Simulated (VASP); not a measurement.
**Pd: relaxation of the atoms with LDA**

Pd, a slab with vacuum:

```xyz
5
Lattice="2.7155 0.0000 0.0000 0.0000 2.7155 0.0000 0.0000 0.0000 23.6805" Properties=species:S:1:pos:R:3 pbc="T T T"
Pd    0.0000    0.0000    8.0438
Pd    1.3577    1.3577    9.9290
Pd    0.0000    0.0000   11.8402
Pd    1.3577    1.3577   13.7515
Pd    0.0000    0.0000   15.6367
```

```json
{
  "Program": "VASP 6.6.1",
  "Task": "relaxation of the atoms",
  "Functional": "LDA",
  "Potentials or basis": "VASP PAW LDA potentials, release 64 (Pd)",
  "Cutoff": "450 eV",
  "k mesh": "13 × 13 × 1",
  "Occupations": "fermi-dirac, width 0.05 eV",
  "Spin": "no spin polarisation",
  "Dipole correction": "yes",
  "Further INCAR settings": "ALGO = Normal; EDIFF = 1e-07; NELMDL = -8; IBRION = 2; EDIFFG = -0.01; NSW = 32"
}
```

* Energy gained by relaxing: 0.0 meV/atom
* Ionic steps: 5
* Largest force after relaxing: 0.003 eV/Å
* Band gap on the k mesh: zero (bands 25 and 26 overlap by 1.02 eV)

Forces in eV/Å, atoms in the order of the input:
```
Pd   0.000  0.000  0.002
Pd   0.000  0.000 -0.003
Pd   0.000  0.000  0.000
Pd   0.000  0.000  0.003
Pd   0.000  0.000 -0.002
```

Final structure:
```cif
data_structure
_symmetry_space_group_name_H-M 'P 1'
_symmetry_Int_Tables_number 1
_cell_length_a 2.7155
_cell_length_b 2.7155
_cell_length_c 23.6805
_cell_angle_alpha 90.000
_cell_angle_beta 90.000
_cell_angle_gamma 90.000
_cell_volume 174.61
loop_
_atom_site_label
_atom_site_type_symbol
_atom_site_fract_x
_atom_site_fract_y
_atom_site_fract_z
_atom_site_occupancy
Pd1 Pd 0.00000 0.00000 0.33948 1
Pd2 Pd 0.50000 0.50000 0.41920 1
Pd3 Pd 0.00000 0.00000 0.50000 1
Pd4 Pd 0.50000 0.50000 0.58080 1
Pd5 Pd 0.00000 0.00000 0.66052 1
```

Levels at points of the mesh, in eV from the Fermi level:
```csv
k point,band 22,band 23,band 24,band 25,band 26,band 27,band 28,band 29
"(0.00, 0.00, 0.00)",-0.50,-0.43,-0.35,-0.35,-0.08,0.02,0.18,0.18
```

Run time: 3 min on 1 thread of AMD EPYC 9R45 96-Core Processor (Zen 5), with other jobs on the host, peak memory 0.22 GiB.
